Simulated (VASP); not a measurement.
# Pt (Im-3m) in VASP: further runs

Pt is run at these levels: PBE; tasks: single point, relaxation of cell and atoms.

Everything below comes from runs of VASP 6.6.1. Logs are shortened: lines on timing, memory, paths and dates and some standing lists are left out, and cuts for length are marked.

**1. The cell of the first run**

The structure is cubic, space group Im-3m (No. 229). The conventional cell has a = 3.114 Å, b = 3.114 Å, c = 3.114 Å, α = 90.00°, β = 90.00°, γ = 90.00°. Pt (site symmetry m-3m) has 14 Pt at 2.70 to 3.11 Å within 3.6 Å.

**2. Single point, PBE**

The input, INCAR:

```
  PREC = Accurate
  ENCUT = 500
  EDIFF = 1E-6
  ISMEAR = 0
  SIGMA = 0.1
  LREAL = False
  LASPH = True
  NELM = 120
  ALGO = Normal
  ISIF = 2
  LWAVE = False
  LCHARG = False
  GGA = PE
  NBANDS = 11
  GGA_COMPAT = False
```

The input, KPOINTS:

```
regular mesh
0
Gamma
  8 8 8
```

The input, POSCAR:

```
Pt
1.0
   -1.5570610896      1.5570610896      1.5570610896
    1.5570610896     -1.5570610896      1.5570610896
    1.5570610896      1.5570610896     -1.5570610896
Pt
1
Direct
    0.0000000000      0.0000000000      0.0000000000
```

Potentials or basis: VASP PAW PBE potentials, release 64 (Pt).

Run with:

```console
> cat potpaw_PBE.64/Pt/POTCAR > POTCAR
> mpirun -np 1 vasp_std > vasp.out
```

OUTCAR:

```text
PREC = Accurate
   ENCUT = 500
   EDIFF = 1E-6
   ISMEAR = 0
   LREAL = False
   LASPH = True
   NELM = 120
   ISIF = 2
   GGA = PE

 ion  position               nearest neighbor table
   1  0.000  0.000  0.000-

  LATTYP: Found a body centered cubic cell.
 ALAT       =     3.1141221792

  Lattice vectors:

 A1 = (  -1.5570610896,   1.5570610896,   1.5570610896)
 A2 = (   1.5570610896,  -1.5570610896,   1.5570610896)
 A3 = (   1.5570610896,   1.5570610896,  -1.5570610896)

Analysis of symmetry for initial positions (statically):
=====================================================================
 Subroutine PRICEL returns:
 Original cell was already a primitive cell.

 Routine SETGRP: Setting up the symmetry group for a
 body centered cubic supercell.

 Subroutine GETGRP returns: Found 48 space group operations
 (whereof 48 operations were pure point group operations)
 out of a pool of 48 trial point group operations.

The static configuration has the point symmetry O_h .

Analysis of symmetry for dynamics (positions and initial velocities):
=====================================================================
 Subroutine PRICEL returns:
 Original cell was already a primitive cell.

 Routine SETGRP: Setting up the symmetry group for a
 body centered cubic supercell.

 Subroutine GETGRP returns: Found 48 space group operations
 (whereof 48 operations were pure point group operations)
 out of a pool of 48 trial point group operations.

The dynamic configuration has the point symmetry O_h .

 Subroutine INISYM returns: Found 48 space group operations
 (whereof 48 operations are pure point group operations),
 and found     1 'primitive' translations

----------------------------------------------------------------------------------------

                                     Primitive cell

  volume of cell :      15.1000

  direct lattice vectors                    reciprocal lattice vectors
    -1.557061090  1.557061090  1.557061090     0.000000000  0.321117780  0.321117780
     1.557061090 -1.557061090  1.557061090     0.321117780  0.000000000  0.321117780
     1.557061090  1.557061090 -1.557061090     0.321117780  0.321117780  0.000000000

  length of vectors
     2.696908918  2.696908918  2.696908918     0.454129119  0.454129119  0.454129119

  position of ions in fractional coordinates (direct lattice)
     0.000000000  0.000000000  0.000000000

  ion indices of the primitive-cell ions
   primitive index   ion index
[... 74 lines left out ...]
   LREAL  =      F    real-space projection
   EDIFFG = 0.1E-04   stopping-criterion for IOM
   NSW    =      0    number of steps for IOM
   IBRION =     -1    ionic relax: 0-MD 1-quasi-New 2-CG
   NFREE  =      0    steps in history (QN), initial steepest desc. (CG)
   ISIF   =      2    stress and relaxation
   ISYM   =      2    0-nonsym 1-usesym 2-fastsym
   POTIM  = 0.5000    time-step for ionic-motion
   TEBEG  =    0.0;   TEEND  =   0.0 temperature during run
   PSTRESS=    0.0 pullay stress
   NELECT =      10.0000    total number of electrons
   NUPDOWN=      -1.0000    fix difference up-down
   EMIN   =  10.00;   EMAX   =-10.00  energy-range for DOS
   EFERMI =   0.00;   METHOD = LEGACY
   ISMEAR =     0;   SIGMA  =   0.10  broadening in eV -4-tet -1-fermi 0-gaus
   EFERMI_NEDOS =   21; number of points for ismear=-14 and -15
   IALGO  =     38    algorithm
   IMIX   =      4    mixing-type and parameters
     AMIX     =   0.40;   BMIX     =  1.00
     AMIX_MAG =   1.60;   BMIX_MAG =  1.00
  volume/ion in A,a.u.               =      15.10       101.90
  Fermi-wavevector in a.u.,A,eV,Ry     =   1.426973  2.696589 27.704901  2.036253
  Thomas-Fermi vector in A             =   2.547193
   LORBIT       =      0    0 simple, 1 ext, 2 COOP (PROOUT), +10 PAW based schemes
   GGA     = PE    functional components
   LHFCALC =     F    Hartree Fock is set to
   AEXX    =    0.0000 exact exchange contribution
   IVDW    =     0    specifies the selected vdW correction
   LEPSILON=     F    determine dielectric tensor
   LRPA    =     F    only Hartree local field effects (RPA)
 non-spin polarized calculation
 Gauss-broadening in eV      SIGMA  =   0.10
  energy-cutoff  :      500.00
  volume of cell :       15.10
 maximum number of plane-waves:       392
   NGX =  9   NGY =  9   NGZ =  9

 number of electron      10.0000000 magnetization

 number of electron       9.9999998 magnetization

 Free energy of the ion-electron system (eV)
  ---------------------------------------------------
  ext. energy  EPLUGINS =         0.00000000
  ---------------------------------------------------
  free energy    TOTEN  =        -5.90783734 eV

  energy without entropy =       -5.89197401  energy(sigma->0) =       -5.89990567

 E-fermi :  11.0941     XC(G=0): -13.4718

 val. band max:       11.0859215778   @ k =  -0.3750   0.3750   0.1250
 cond. band min:      11.1061950182   @ k =   0.2500   0.1250   0.0000
 fundamental gap:      0.0202734404
 Fermi energy:        11.0940820661

 k-point     1 :       0.0000    0.0000    0.0000
  band No.  band energies     occupation
      1       1.0522      2.00000
      2       7.3134      2.00000
      3       7.3134      2.00000
      4       7.3134      2.00000
      5       9.9641      2.00000
      6       9.9641      2.00000
      7      28.1002      0.00000
      8      28.1002      0.00000
      9      28.1002      0.00000
     10      38.7123      0.00000
     11      38.7123      0.00000
[... 309 lines left out ...]
 k-point    24 :      -0.3750    0.3750    0.2500
  band No.  band energies     occupation
      1       5.5165      2.00000
      2       6.0940      2.00000
      3       8.0878      2.00000
      4       8.7863      2.00000
      5      10.8318      1.99979
      6      12.7871      0.00000
      7      22.1833      0.00000
      8      25.0248      0.00000
      9      27.2772      0.00000
     10      30.3504      0.00000
     11      37.1595      0.00000

 [... further k-points ...]
[... 5 lines left out ...]
  --------------------------------------------------------------------------------------
  -------------------------------------------------------------------------------------
  Total        1.3088560      1.3088560      1.3088560      0.0000000      0.0000000     -0.0000000
  in kB      138.8754580    138.8754580    138.8754580      0.0000000      0.0000000     -0.0000000
  external PRESSURE =     138.8754580 kB  Pullay stress =       0.0000000 kB

 VOLUME and BASIS-vectors are now :
 -----------------------------------------------------------------------------
  energy-cutoff  :      500.00
  volume of cell :       15.10
      direct lattice vectors                 reciprocal lattice vectors
    -1.557061090  1.557061090  1.557061090     0.000000000  0.321117780  0.321117780
     1.557061090 -1.557061090  1.557061090     0.321117780  0.000000000  0.321117780
     1.557061090  1.557061090 -1.557061090     0.321117780  0.321117780  0.000000000

 POSITION                                       TOTAL-FORCE (eV/Angst)
 -----------------------------------------------------------------------------------
      0.00000      0.00000      0.00000         0.000000     -0.000000     -0.000000
 -----------------------------------------------------------------------------------
    total drift:                                0.000000     -0.000000      0.000000

  FREE ENERGIE OF THE ION-ELECTRON SYSTEM (eV)
  ---------------------------------------------------
  free  energy   TOTEN  =        -5.9078373351 eV

  energy  without entropy=       -5.8919740110  energy(sigma->0) =       -5.89990567
```

stdout:

```text
POSCAR found type information on POSCAR Pt
 POSCAR found :  1 types and       1 ions
 scaLAPACK will be used
 LDA part: xc-table for (Slater+PW92), standard interpolation
 POSCAR, INCAR and KPOINTS ok, starting setup
 FFT: planning ... GRIDC
 FFT: planning ... GRID_SOFT
 FFT: planning ... GRID
 WAVECAR not read
 entering main loop
```

Wall time 4.5 s (1 thread of Intel Xeon 6975P-C, shared host); peak memory 0.12 GiB.

What came out:

```yaml
Free_energy: -5.9078 eV
Pressure: 13.9 GPa
Band_gap_on_the_k_mesh: zero (band 5 reaches 12.11 eV, above the bottom of band 6 at 9.96 eV)
```

Caveat: spin-orbit coupling is left out, which moves the levels of the heavy elements.

**3. Single point, PBE**

This run uses another cell than the first one, of 15.94 Å³/atom, 1.055 times its volume.

The input, INCAR:

```
SYSTEM = Pt
PREC = Accurate ; ENCUT = 500
EDIFF = 1E-6 ; ISMEAR = 0
SIGMA = 0.1 ; LREAL = .False.
LASPH = .True. ; NELM = 120
ALGO = Normal ; ISIF = 2
LWAVE = .False. ; LCHARG = .True.
GGA = PE ; LELF = .True.
LVHAR = .True. ; NBANDS = 11
GGA_COMPAT = .False.
```

The input, KPOINTS:

```
regular mesh
0
Gamma
  8 8 8
  0 0 0
```

The input, POSCAR:

```
Pt
1.0
   -1.5852846409      1.5852846409      1.5852846409
    1.5852846409     -1.5852846409      1.5852846409
    1.5852846409      1.5852846409     -1.5852846409
Pt
1
Direct
    0.0000000000      0.0000000000      0.0000000000
```

Potentials or basis: VASP PAW PBE potentials, release 64 (Pt).

Run with:

```console
> cat potpaw_PBE.64/Pt/POTCAR > POTCAR
> mpirun -np 1 vasp_std > vasp.out
```

OUTCAR:

```text
SYSTEM = Pt
   PREC = Accurate
   ENCUT = 500
   EDIFF = 1E-6
   ISMEAR = 0
   LREAL = .False.
   LASPH = .True.
   NELM = 120
   ISIF = 2
   GGA = PE

 ion  position               nearest neighbor table
   1  0.000  0.000  0.000-

  LATTYP: Found a body centered cubic cell.
 ALAT       =     3.1705692818

  Lattice vectors:

 A1 = (  -1.5852846409,   1.5852846409,   1.5852846409)
 A2 = (   1.5852846409,  -1.5852846409,   1.5852846409)
 A3 = (   1.5852846409,   1.5852846409,  -1.5852846409)

Analysis of symmetry for initial positions (statically):
=====================================================================
 Subroutine PRICEL returns:
 Original cell was already a primitive cell.

 Routine SETGRP: Setting up the symmetry group for a
 body centered cubic supercell.

 Subroutine GETGRP returns: Found 48 space group operations
 (whereof 48 operations were pure point group operations)
 out of a pool of 48 trial point group operations.

The static configuration has the point symmetry O_h .

Analysis of symmetry for dynamics (positions and initial velocities):
=====================================================================
 Subroutine PRICEL returns:
 Original cell was already a primitive cell.

 Routine SETGRP: Setting up the symmetry group for a
 body centered cubic supercell.

 Subroutine GETGRP returns: Found 48 space group operations
 (whereof 48 operations were pure point group operations)
 out of a pool of 48 trial point group operations.

The dynamic configuration has the point symmetry O_h .

 Subroutine INISYM returns: Found 48 space group operations
 (whereof 48 operations are pure point group operations),
 and found     1 'primitive' translations

----------------------------------------------------------------------------------------

                                     Primitive cell

  volume of cell :      15.9361

  direct lattice vectors                    reciprocal lattice vectors
[... 110 lines left out ...]
   GGA     = PE    functional components
   LHFCALC =     F    Hartree Fock is set to
   AEXX    =    0.0000 exact exchange contribution
   IVDW    =     0    specifies the selected vdW correction
   LEPSILON=     F    determine dielectric tensor
   LRPA    =     F    only Hartree local field effects (RPA)
 non-spin polarized calculation
 Gauss-broadening in eV      SIGMA  =   0.10
  energy-cutoff  :      500.00
  volume of cell :       15.94
 maximum number of plane-waves:       420
   NGX =  9   NGY =  9   NGZ =  9

 number of electron      10.0000000 magnetization

 Free energy of the ion-electron system (eV)
  ---------------------------------------------------
  ext. energy  EPLUGINS =         0.00000000
  ---------------------------------------------------
  free energy    TOTEN  =        -5.94159401 eV

  energy without entropy =       -5.92590907  energy(sigma->0) =       -5.93375154

 E-fermi :  10.1154     XC(G=0): -13.1491

 val. band max:       10.1007177297   @ k =  -0.3750   0.3750   0.1250
 cond. band min:      10.1259218128   @ k =  -0.3750   0.5000   0.1250
 fundamental gap:      0.0252040832
 Fermi energy:        10.1154100201

 k-point     1 :       0.0000    0.0000    0.0000
  band No.  band energies     occupation
      1       0.6399      2.00000
      2       6.6369      2.00000
      3       6.6369      2.00000
      4       6.6369      2.00000
      5       9.0843      2.00000
      6       9.0843      2.00000
      7      27.1450      0.00000
      8      27.1450      0.00000
      9      27.1450      0.00000
     10      37.0725      0.00000
     11      37.0754      0.00000
[... 309 lines left out ...]
 k-point    24 :      -0.3750    0.3750    0.2500
  band No.  band energies     occupation
      1       4.9823      2.00000
      2       5.5425      2.00000
      3       7.3631      2.00000
      4       8.0081      2.00000
      5       9.8715      1.99944
      6      11.7389      0.00000
      7      20.7397      0.00000
      8      23.5398      0.00000
      9      25.8212      0.00000
     10      28.8495      0.00000
     11      35.2669      0.00000

 [... further k-points ...]

------------------------ aborting loop because EDIFF is reached ----------------------------------------

  FORCE on cell =-STRESS in cart. coord.  units (eV):
  Direction    XX          YY          ZZ          XY          YZ          ZX
  --------------------------------------------------------------------------------------
  -------------------------------------------------------------------------------------
  Total       -0.0467731     -0.0467731     -0.0467731     -0.0000000      0.0000000     -0.0000000
  in kB       -4.7024636     -4.7024636     -4.7024636     -0.0000000      0.0000000     -0.0000000
  external PRESSURE =      -4.7024636 kB  Pullay stress =       0.0000000 kB

 VOLUME and BASIS-vectors are now :
 -----------------------------------------------------------------------------
  energy-cutoff  :      500.00
  volume of cell :       15.94
      direct lattice vectors                 reciprocal lattice vectors
    -1.585284641  1.585284641  1.585284641     0.000000000  0.315400772  0.315400772
     1.585284641 -1.585284641  1.585284641     0.315400772  0.000000000  0.315400772
     1.585284641  1.585284641 -1.585284641     0.315400772  0.315400772  0.000000000

 POSITION                                       TOTAL-FORCE (eV/Angst)
 -----------------------------------------------------------------------------------
      0.00000      0.00000      0.00000         0.000000      0.000000     -0.000000
 -----------------------------------------------------------------------------------
    total drift:                                0.000000     -0.000000      0.000000

  FREE ENERGIE OF THE ION-ELECTRON SYSTEM (eV)
  ---------------------------------------------------
  free  energy   TOTEN  =        -5.9415940086 eV

  energy  without entropy=       -5.9259090740  energy(sigma->0) =       -5.93375154
```

stdout:

```text
POSCAR found type information on POSCAR Pt
 POSCAR found :  1 types and       1 ions
 scaLAPACK will be used
 LDA part: xc-table for (Slater+PW92), standard interpolation
 POSCAR, INCAR and KPOINTS ok, starting setup
 FFT: planning ... GRIDC
 FFT: planning ... GRID_SOFT
 FFT: planning ... GRID
 WAVECAR not read
 entering main loop
```

It took 3.7 s on 1 thread of Intel Xeon 6975P-C, shared host; peak memory 0.12 GiB.

What came out:

- Free energy: -5.9416 eV
- Pressure: -0.5 GPa
- Band gap on the k mesh: zero (band 5 reaches 11.02 eV, above the bottom of band 6 at 9.08 eV)

Caveat: spin-orbit coupling is left out, which moves the levels of the heavy elements.

**4. Relaxation of cell and atoms, PBE**

The input, INCAR:

```
ALGO = Normal
EDIFF = 1E-7
EDIFFG = -0.05
ENCUT = 500
GGA = PE
GGA_COMPAT = F
IBRION = 2
ISIF = 3
ISMEAR = 0
LASPH = T
LCHARG = F
LREAL = F
LWAVE = F
NELM = 120
NELMIN = 4
NSW = 100
PREC = Accurate
SIGMA = 0.1
```

The input, KPOINTS:

```
k-points
0
Gamma
  8 8 8
```

The input, POSCAR:

```
Pt
1.0
   -1.5570610896      1.5570610896      1.5570610896
    1.5570610896     -1.5570610896      1.5570610896
    1.5570610896      1.5570610896     -1.5570610896
Pt
1
Direct
    0.0000000000      0.0000000000      0.0000000000
```

Run with:

```console
> cat potpaw_PBE.64/Pt/POTCAR > POTCAR
> mpirun -np 1 vasp_std > vasp.out
```

Run time: 9.3 s. Hardware: 1 thread of Intel Xeon 6975P-C, shared host; peak memory 0.13 GiB.

Results (log left out):

```
Free energy                            : -5.9410 eV
Relaxed volume                         : 15.91 Å³/atom
Relaxed cell                           : a = 2.744 Å, b = 2.744 Å, c = 2.744 Å, α = 109.47°, β = 109.47°, γ = 109.47°
Space group after relaxing (to 0.05 Å) : Im-3m (No. 229)
Energy gained by relaxing              : 33.2 meV/atom
Ionic steps                            : 4
Pressure after relaxing                : -0.1 GPa
Band gap on the k mesh                 : zero (band 5 reaches 11.06 eV, above the bottom of band 6 at 9.11 eV)
```

Step by step:
```tsv
step	energy change (eV)	largest force (eV/Å)	pressure (GPa)	volume (Å³)
1	0.0000	0.0000	13.89	15.10
2	0.1406	0.0000	-21.51	18.15
3	-0.0331	0.0000	-0.59	15.95
4	-0.0332	0.0000	-0.06	15.91
```

Final structure:
```
Pt
1.0
    -1.58440    1.58440    1.58440
     1.58440   -1.58440    1.58440
     1.58440    1.58440   -1.58440
Pt
1
Cartesian
  0.0000 0.0000 0.0000
```

Levels at points of the mesh, in eV from the Fermi level:
```
           k point  band 2  band 3  band 4  band 5  band 6  band 7  band 8  band 9
(0.00, 0.00, 0.00)   -3.49   -3.49   -3.49   -1.03   -1.03   17.03   17.03   17.03
(0.50, 0.00, 0.00)   -4.90   -1.21   -0.72    0.22    0.99    6.18   13.19   15.73
(0.50, 0.50, 0.50)   -6.06    0.47    0.47    0.47    7.59    7.59    7.59   12.62
```

Caveat: spin-orbit coupling is left out, which moves the levels of the heavy elements.

[end of part 1 of 2]
